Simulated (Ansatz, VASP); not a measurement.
# MgBe2SO2 in VASP and in Ansatz

```xyz
6
Lattice="3.3512 0.0000 0.0000 0.0000 3.3512 0.0000 0.0000 0.0000 8.8131" Properties=species:S:1:pos:R:3 pbc="T T T"
Mg    0.0000    0.0000    0.0000
Be    1.6756    1.6756    0.0000
Be    0.0000    0.0000    4.4066
S     1.6756    1.6756    4.4066
O     1.6756    0.0000    8.1132
O     0.0000    1.6756    0.6999
```

Change from the starting cell: species swapped into the Li2MgCdP2 type (P-4m2, No. 115).

Alike in both runs: functional PBE; k mesh 4 × 4 × 4; occupations gaussian, width 0.1 eV; no spin polarisation.

Ansatz relaxed the structure, and its values are those at the end. VASP's run is a single point on that final structure, the one shown.

```csv
,VASP,Ansatz
version,VASP 6.6.1,Ansatz 0.2.0
potentials or method,"VASP PAW PBE potentials, release 64 (Mg_sv, Be, S, O), cutoff 840 eV","scalar-relativistic, plane waves, PAW"
valence electrons in the cell,32,32
```

```csv
,VASP,Ansatz,Ansatz less VASP
gap on the k mesh at the Fermi level (eV),0.24,0.23,-0.003
least direct gap on the mesh (eV),0.56,0.54,-0.015
pressure (GPa),0.3,0.1,-0.15
rms of the force components (eV/Å),0.011,0.002,-0.0087
```

The k mesh is coarse, so the values compare programs but aren't converged.
